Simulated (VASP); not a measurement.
# La (P6_3/mmc) in VASP: further runs

Runs on La. Level: r2SCAN. Tasks: single point.

All numbers are computed with VASP 6.6.1; they aren't measurements. Logs are shortened: lines on timing, memory, paths and dates and some standing lists are left out, and cuts for length are marked.

### 1 The cell of the first run

Symmetry: P6_3/mmc, No. 194, hexagonal system. Conventional cell: a = 3.601 Å, b = 3.601 Å, c = 5.853 Å, α = 90.00°, β = 90.00°, γ = 120.00°. Within 4.7 Å of La (site symmetry -6m2) lie 12 La at 3.59 to 3.60 Å.

### 2 Single point, r2SCAN

Contents of POSCAR:

```
La
1.0
    3.6011356735      0.0000000000      0.0000000000
   -1.8005678368      3.1186749757      0.0000000000
    0.0000000000      0.0000000000      5.8526465365
La
2
Direct
    0.3333333333      0.6666666667      0.2500000000
    0.6666666667      0.3333333333      0.7500000000
```

Contents of INCAR.step1:

```
SYSTEM = La
PREC = Accurate
ENCUT = 520
ISMEAR = -1
SIGMA = 0.08
LREAL = .FALSE.
LASPH = .TRUE.
NELM = 100
NBANDS = 18
GGA = PE
ALGO = Normal
EDIFF = 1E-4
LWAVE = .TRUE.
LCHARG = .FALSE.
```

Contents of INCAR.step2:

```
SYSTEM = La
PREC = Accurate
ENCUT = 520
EDIFF = 1E-7
ISMEAR = -1
SIGMA = 0.08
LREAL = .FALSE.
LASPH = .TRUE.
NELM = 100
ALGO = Normal
ISIF = 2
LWAVE = .FALSE.
LCHARG = .TRUE.
METAGGA = R2SCAN
LMIXTAU = .TRUE.
LELF = .TRUE.
LVHAR = .TRUE.
NBANDS = 18
ISTART = 1
```

Contents of KPOINTS:

```
regular mesh
0
G
  14 14 8
  0 0 0
```

Potentials or basis: VASP PAW PBE potentials, release 64 (La).

The run is started by

```console
$ cat potpaw_PBE.64/La/POTCAR > POTCAR
$ cp INCAR.step1 INCAR
$ mpirun -np 1 vasp_std > vasp.out
$ cp INCAR.step2 INCAR
$ mpirun -np 1 vasp_std > vasp.out
```

OUTCAR:

```text
SYSTEM = La
   PREC = Accurate
   ENCUT = 520
   EDIFF = 1E-7
   ISMEAR = -1
   LREAL = .FALSE.
   LASPH = .TRUE.
   NELM = 100
   ISIF = 2
   METAGGA = R2SCAN
   ISTART = 1

 ion  position               nearest neighbor table
   1  0.333  0.667  0.250-   2 3.59   2 3.59   2 3.59   2 3.59   2 3.59   2 3.59
   2  0.667  0.333  0.750-   1 3.59   1 3.59   1 3.59   1 3.59   1 3.59   1 3.59

  LATTYP: Found a hexagonal cell.
 ALAT       =     3.6011356735
 C/A-ratio  =     1.6252224485

  Lattice vectors:

 A1 = (   3.6011356735,   0.0000000000,   0.0000000000)
 A2 = (  -1.8005678368,   3.1186749757,   0.0000000000)
 A3 = (   0.0000000000,   0.0000000000,   5.8526465365)

Analysis of symmetry for initial positions (statically):
=====================================================================
 Subroutine PRICEL returns:
 Original cell was already a primitive cell.

 Routine SETGRP: Setting up the symmetry group for a
 hexagonal supercell.

 Subroutine GETGRP returns: Found 24 space group operations
 (whereof 12 operations were pure point group operations)
 out of a pool of 24 trial point group operations.

The static configuration has the point symmetry D_3d.
 The point group associated with its full space group is D_6h.

Analysis of symmetry for dynamics (positions and initial velocities):
=====================================================================
 Subroutine PRICEL returns:
 Original cell was already a primitive cell.

 Routine SETGRP: Setting up the symmetry group for a
 hexagonal supercell.

 Subroutine GETGRP returns: Found 24 space group operations
 (whereof 12 operations were pure point group operations)
 out of a pool of 24 trial point group operations.

The dynamic configuration has the point symmetry D_3d.
 The point group associated with its full space group is D_6h.

 Subroutine INISYM returns: Found 24 space group operations
 (whereof 12 operations are pure point group operations),
 and found     1 'primitive' translations

----------------------------------------------------------------------------------------

                                     Primitive cell

  volume of cell :      65.7297

  direct lattice vectors                    reciprocal lattice vectors
     3.601135673  0.000000000  0.000000000     0.277690176  0.160324498  0.000000000
    -1.800567837  3.118674976  0.000000000     0.000000000  0.320648996  0.000000000
     0.000000000  0.000000000  5.852646536     0.000000000  0.000000000  0.170862873

  length of vectors
     3.601135673  3.601135674  5.852646536     0.320648996  0.320648996  0.170862873

  position of ions in fractional coordinates (direct lattice)
     0.333333333  0.666666667  0.250000000
     0.666666667  0.333333333  0.750000000

  ion indices of the primitive-cell ions
   primitive index   ion index
                 1           1
                 2           2

----------------------------------------------------------------------------------------

 KPOINTS: regular mesh

Automatic generation of k-mesh.
 Grid dimensions read from file:
 generate k-points for:   14   14    8

 Generating k-lattice:

  Cartesian coordinates                     Fractional coordinates (reciprocal lattice)
     0.019835013  0.011451750  0.000000000     0.071428571  0.000000000  0.000000000
     0.000000000  0.022903500  0.000000000     0.000000000  0.071428571  0.000000000
     0.000000000  0.000000000  0.021357859     0.000000000  0.000000000  0.125000000

  Length of vectors
     0.022903500  0.022903500  0.021357859

  Shift w.r.t. Gamma in fractional coordinates (k-lattice)
     0.000000000  0.000000000  0.000000000

 Subroutine IBZKPT returns following result:
 ===========================================

 Found    120 irreducible k-points:

 Following reciprocal coordinates:
            Coordinates               Weight
  0.000000  0.000000  0.000000      1.000000
  0.071429  0.000000  0.000000      6.000000
  0.142857 -0.000000  0.000000      6.000000
  0.214286  0.000000  0.000000      6.000000
  0.285714  0.000000  0.000000      6.000000
  0.357143  0.000000  0.000000      6.000000
[... 16 lines left out ...]
  0.285714  0.285714  0.000000      6.000000
  0.357143  0.285714  0.000000      6.000000
 [... further k-points ...]
   k-points           NKPTS =    120   k-points in BZ     NKDIM =    120   number of bands    NBANDS=     18
   number of dos      NEDOS =    301   number of ions     NIONS =      2
   total plane-waves  NPLWV =  37632
   dimension x,y,z NGX =    28 NGY =   28 NGZ =   48
   dimension x,y,z NGXF=    56 NGYF=   56 NGZF=   96
   ions per type =               2
   NGX,Y,Z   is equivalent  to a cutoff of  12.93, 12.93, 13.63 a.u.
   NGXF,Y,Z  is equivalent  to a cutoff of  25.85, 25.85, 27.27 a.u.
 SYSTEM =  La
   PREC   = accura    normal or accurate (medium, high low for compatibility)
   ISTART =      1    job   : 0-new  1-cont  2-samecut
   ICHARG =      0    charge: 1-file 2-atom 10-const
   ISPIN  =      1    spin polarized calculation?
   LNONCOLLINEAR =      F non collinear calculations
   LSORBIT =      F    spin-orbit coupling
   LASPH  =      T    aspherical Exc in radial PAW
   ENCUT  =  520.0 eV  38.22 Ry    6.18 a.u.   6.70  6.70 10.88*2*pi/ulx,y,z
   NELM   =    100;   NELMIN=  2; NELMDL=  0     # of ELM steps
   EDIFF  = 0.1E-06   stopping-criterion for ELM
   LREAL  =      F    real-space projection
   EDIFFG = 0.1E-05   stopping-criterion for IOM
   NSW    =      0    number of steps for IOM
   IBRION =     -1    ionic relax: 0-MD 1-quasi-New 2-CG
   NFREE  =      0    steps in history (QN), initial steepest desc. (CG)
   ISIF   =      2    stress and relaxation
   ISYM   =      2    0-nonsym 1-usesym 2-fastsym
   POTIM  = 0.5000    time-step for ionic-motion
   TEBEG  =    0.0;   TEEND  =   0.0 temperature during run
   PSTRESS=    0.0 pullay stress
   NELECT =      22.0000    total number of electrons
   NUPDOWN=      -1.0000    fix difference up-down
   EMIN   =  10.00;   EMAX   =-10.00  energy-range for DOS
   EFERMI =   0.00;   METHOD = LEGACY
   ISMEAR =    -1;   SIGMA  =   0.08  broadening in eV -4-tet -1-fermi 0-gaus
   EFERMI_NEDOS =   21; number of points for ismear=-14 and -15
   IALGO  =     38    algorithm
   IMIX   =      4    mixing-type and parameters
     AMIX     =   0.40;   BMIX     =  1.00
     AMIX_MAG =   1.60;   BMIX_MAG =  1.00
  volume/ion in A,a.u.               =      32.86       221.78
  Fermi-wavevector in a.u.,A,eV,Ry     =   1.136654  2.147965 17.578498  1.291983
  Thomas-Fermi vector in A             =   2.273359
   LORBIT       =      0    0 simple, 1 ext, 2 COOP (PROOUT), +10 PAW based schemes
   METAGGA = R2SCAN    functional components
   LHFCALC =     F    Hartree Fock is set to
   AEXX    =    0.0000 exact exchange contribution
   IVDW    =     0    specifies the selected vdW correction
   LEPSILON=     F    determine dielectric tensor
   LRPA    =     F    only Hartree local field effects (RPA)
 non-spin polarized calculation
  energy-cutoff  :      520.00
  volume of cell :       65.73
 maximum number of plane-waves:      1798
 NGX is ok and might be reduce to    28
   NGX = 13   NGY = 13   NGZ = 21

 number of electron      22.0000000 magnetization

 Free energy of the ion-electron system (eV)
  ---------------------------------------------------
  ext. energy  EPLUGINS =         0.00000000
  ---------------------------------------------------
  free energy    TOTEN  =       -59.33406903 eV

  energy without entropy =      -59.26191366  energy(sigma->0) =      -59.29799135

 E-fermi :   9.2024     XC(G=0): -10.7748

 val. band max:        9.1965763030   @ k =   0.2857   0.2857   0.3750
 cond. band min:       9.2050290302   @ k =   0.2143   0.0714   0.5000
 fundamental gap:      0.0084527272
 Fermi energy:         9.2024164648

 k-point     1 :       0.0000    0.0000    0.0000
  band No.  band energies     occupation
      1     -24.7297      2.00000
      2     -24.3819      2.00000
      3      -8.9674      2.00000
      4      -7.1948      2.00000
      5      -7.1948      2.00000
      6      -6.9399      2.00000
[... 10 lines left out ...]
     17      11.3002      0.00000
     18      11.5225      0.00000

 k-point     2 :       0.0714    0.0000    0.0000
  band No.  band energies     occupation
      1     -24.7154      2.00000
      2     -24.3749      2.00000
      3      -8.9363      2.00000
      4      -7.2818      2.00000
      5      -7.2216      2.00000
      6      -7.0280      2.00000
[... 10 lines left out ...]
     17      11.3432      0.00000
     18      11.3975      0.00000

 k-point     3 :       0.1429   -0.0000    0.0000
  band No.  band energies     occupation
      1     -24.6748      2.00000
      2     -24.3555      2.00000
      3      -8.8456      2.00000
      4      -7.5210      2.00000
      5      -7.2930      2.00000
      6      -7.2642      2.00000
[... 10 lines left out ...]
     17      11.2520      0.00000
     18      11.4429      0.00000

 k-point     4 :       0.2143    0.0000    0.0000
  band No.  band energies     occupation
      1     -24.6136      2.00000
      2     -24.3289      2.00000
      3      -8.7032      2.00000
      4      -7.8546      2.00000
      5      -7.5825      2.00000
      6      -7.3897      2.00000
[... 375 lines left out ...]
      4      -8.2864      2.00000
      5      -7.9959      2.00000
      6      -7.9381      2.00000
[... 10 lines left out ...]
     17      11.5370      0.00000
     18      11.6673      0.00000

 k-point    23 :       0.2857    0.2857    0.0000
  band No.  band energies     occupation
      1     -24.3467      2.00000
      2     -24.2812      2.00000
      3      -8.5055      2.00000
      4      -8.2887      2.00000
      5      -8.0300      2.00000
      6      -7.9145      2.00000
[... 10 lines left out ...]
     17      11.5125      0.00000
     18      11.6560      0.00000

 k-point    24 :       0.3571    0.2857    0.0000
  band No.  band energies     occupation
      1     -24.3212      2.00000
      2     -24.2925      2.00000
      3      -8.5025      2.00000
      4      -8.1996      2.00000
      5      -8.1694      2.00000
      6      -7.8003      2.00000
[... 10 lines left out ...]
     17      11.4849      0.00000
     18      11.5763      0.00000

 [... further k-points ...]

------------------------ aborting loop because EDIFF is reached ----------------------------------------

  FORCE on cell =-STRESS in cart. coord.  units (eV):
  Direction    XX          YY          ZZ          XY          YZ          ZX
  --------------------------------------------------------------------------------------
  -------------------------------------------------------------------------------------
  Total        1.6954003      1.6954003      1.6658237     -0.0000000      0.0000000      0.0000000
  in kB       41.3257690     41.3257690     40.6048325     -0.0000000      0.0000000      0.0000000
  external PRESSURE =      41.0854568 kB  Pullay stress =       0.0000000 kB

 VOLUME and BASIS-vectors are now :
 -----------------------------------------------------------------------------
  energy-cutoff  :      520.00
  volume of cell :       65.73
      direct lattice vectors                 reciprocal lattice vectors
     3.601135673  0.000000000  0.000000000     0.277690176  0.160324498  0.000000000
    -1.800567837  3.118674976  0.000000000     0.000000000  0.320648996  0.000000000
     0.000000000  0.000000000  5.852646536     0.000000000  0.000000000  0.170862873

 POSITION                                       TOTAL-FORCE (eV/Angst)
 -----------------------------------------------------------------------------------
     -0.00000      2.07912      1.46316        -0.000000     -0.000000      0.000000
      1.80057      1.03956      4.38948         0.000000      0.000000      0.000000
 -----------------------------------------------------------------------------------
    total drift:                               -0.000000      0.000000     -0.000000

  FREE ENERGIE OF THE ION-ELECTRON SYSTEM (eV)
  ---------------------------------------------------
  free  energy   TOTEN  =       -59.3340690255 eV

  energy  without entropy=      -59.2619136645  energy(sigma->0) =      -59.29799135
```

It took 7.3 min on 1 thread of Intel Xeon Platinum 8488C (Sapphire Rapids), shared host; peak memory 0.3 GiB.

Results:

```yaml
Free_energy: -59.3341 eV
Pressure: 4.1 GPa
Band_gap_on_the_k_mesh: zero (bands 11 and 12 overlap by 1.87 eV)
```

Caveat: the cell stands under pressure; the PAW data sets were made with another functional, which shifts forces and pressure a little; spin-orbit coupling is left out, which moves the levels of the heavy elements.

### 3 Single point, r2SCAN

This run uses another cell than the first one, of 35.23 Å³/atom.

Contents of POSCAR:

```
La
1.0
    3.7046009033      0.0000000000      0.0000000000
   -1.8523004516      3.2082784931      0.0000000000
    0.0000000000      0.0000000000      5.9284674989
La
2
Direct
    0.3333333333      0.6666666667      0.2500000000
    0.6666666667      0.3333333333      0.7500000000
```

Contents of INCAR.step1:

```
PREC = Accurate
ENCUT = 520
ISMEAR = -1
SIGMA = 0.08
LREAL = False
LASPH = True
NELM = 100
NBANDS = 18
GGA = PE
ALGO = Normal
EDIFF = 1E-4
LWAVE = True
LCHARG = False
```

Contents of INCAR.step2:

```
PREC = Accurate
ENCUT = 520
EDIFF = 1E-7
ISMEAR = -1
SIGMA = 0.08
LREAL = False
LASPH = True
NELM = 100
ALGO = Normal
ISIF = 2
LWAVE = False
LCHARG = False
METAGGA = R2SCAN
LMIXTAU = True
NBANDS = 18
ISTART = 1
```

Contents of KPOINTS:

```
Automatic mesh
0
Gamma
  14 14 8
```

Potentials or basis: VASP PAW PBE potentials, release 64 (La).

The run is started by

```console
$ cat potpaw_PBE.64/La/POTCAR > POTCAR
$ cp INCAR.step1 INCAR
$ mpirun -np 1 vasp_std > vasp.out
$ cp INCAR.step2 INCAR
$ mpirun -np 1 vasp_std > vasp.out
```

Wall time 7.8 min (1 thread of Intel Xeon Platinum 8488C (Sapphire Rapids), shared host); peak memory 0.31 GiB.

Results (log left out):

- Free energy: -59.4257 eV
- Pressure: 2.1 GPa
- Band gap on the k mesh: zero (bands 11 and 12 overlap by 1.77 eV)

Levels at points of the mesh, in eV from the Fermi level:
```csv
k point,band 7,band 8,band 9,band 10,band 11,band 12,band 13,band 14,band 15,band 16
"(0.00, 0.00, 0.00)",-16.40,-16.34,-3.24,-1.90,1.35,1.48,1.48,1.87,1.99,1.99
"(0.50, 0.00, 0.00)",-16.78,-16.59,-1.83,-1.32,-1.15,1.34,1.43,1.62,1.83,2.28
"(0.00, 0.00, 0.50)",-16.52,-16.52,-1.81,-1.81,0.70,0.70,1.52,1.52,1.52,1.52
"(0.50, 0.00, 0.50)",-16.78,-16.78,-1.83,-1.83,-0.42,-0.42,1.93,1.93,2.12,2.12
```

Caveat: the PAW data sets were made with another functional, which shifts forces and pressure a little; spin-orbit coupling is left out, which moves the levels of the heavy elements.

The gap in the log of VASP goes by the Fermi energy; the results here count the filled bands.